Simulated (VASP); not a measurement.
Here is a VASP 6.6.1 calculation.

INCAR

```
PREC = Accurate
ENCUT = 520
EDIFF = 1E-7
ISMEAR = 0
SIGMA = 0.1
LREAL = False
LASPH = True
NELM = 150
ALGO = Normal
ISIF = 2
LWAVE = False
LCHARG = True
ISPIN = 2
MAGMOM = 0 1.12 1.12 1.12
LORBIT = 11
GGA = PE
LELF = True
LVHAR = True
NBANDS = 28
```

File KPOINTS:

```
regular mesh
0
Gamma
  14 14 14
```

Contents of POSCAR:

```
InO3
1.0
    3.4801999486      0.0000000000      0.0000000000
    0.0000000000      3.4801999486      0.0000000000
    0.0000000000      0.0000000000      3.4801999486
In O
1 3
Direct
    0.0000000000      0.0000000000      0.0000000000
    0.0000000000      0.5000000000      0.5000000000
    0.5000000000      0.0000000000      0.5000000000
    0.5000000000      0.5000000000      0.0000000000
```

Potentials or basis: VASP PAW PBE potentials, release 64 (In_d, O).

Run with:

```bash
$ cat potpaw_PBE.64/In_d/POTCAR potpaw_PBE.64/O/POTCAR > POTCAR
$ mpirun -np 1 vasp_std > vasp.out
```

What does it give for the band gap on the k mesh?

Zero (filled and empty bands overlap).

Estimate the pressure.

0.0 GPa.

Estimate the net moment.

3.00 μB per cell.

Caveat: spin-orbit coupling is left out, which moves the levels of the heavy elements.
